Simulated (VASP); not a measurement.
The system is TaN.

```
CELL_PARAMETERS angstrom
5.19600 0.00000 0.00000
-2.59800 4.49987 0.00000
0.00000 0.00000 2.91100
ATOMIC_POSITIONS crystal
Ta 0.33333 0.66667 0.50000
Ta 0.66667 0.33333 0.50000
Ta 0.00000 0.00000 0.00000
N 0.39285 0.00000 0.00000
N 0.60715 0.60715 0.00000
N 0.00000 0.39285 0.00000
```

Base run:

```yaml
Program: VASP 6.6.1
Functional: LDA
Potentials_or_basis: VASP PAW LDA potentials, release 64 (Ta_sv_GW, N)
Cutoff: 600 eV
k_mesh: 5 × 5 × 8
Occupations: gaussian, width 0.1 eV
Spin: no spin polarisation
```

Its results: band gap on the k mesh zero (band 27 reaches 13.89 eV, above the bottom of band 28 at 10.81 eV); pressure -9.0 GPa; largest force 0.068 eV/Å.

Task: The run is repeated on the same cell with these changes: potentials or basis from VASP PAW LDA potentials, release 64 (Ta_sv_GW, N) to VASP PAW LDA potentials, release 64 (Ta_pv, N); cutoff from 600 eV to 520 eV; further incar settings from ALGO = Normal; EDIFF = 1e-06; NBANDS = 36 to ALGO = Normal; EDIFF = 1e-06; NBANDS = 33; valence electrons from 54 to 48. What comes out?

Result: Band gap on the k mesh zero (band 24 reaches 10.07 eV, above the bottom of band 25 at 6.99 eV); pressure -8.3 GPa; largest force 0.065 eV/Å.

Caveats: spin-orbit coupling is left out, which moves the levels of the heavy elements.
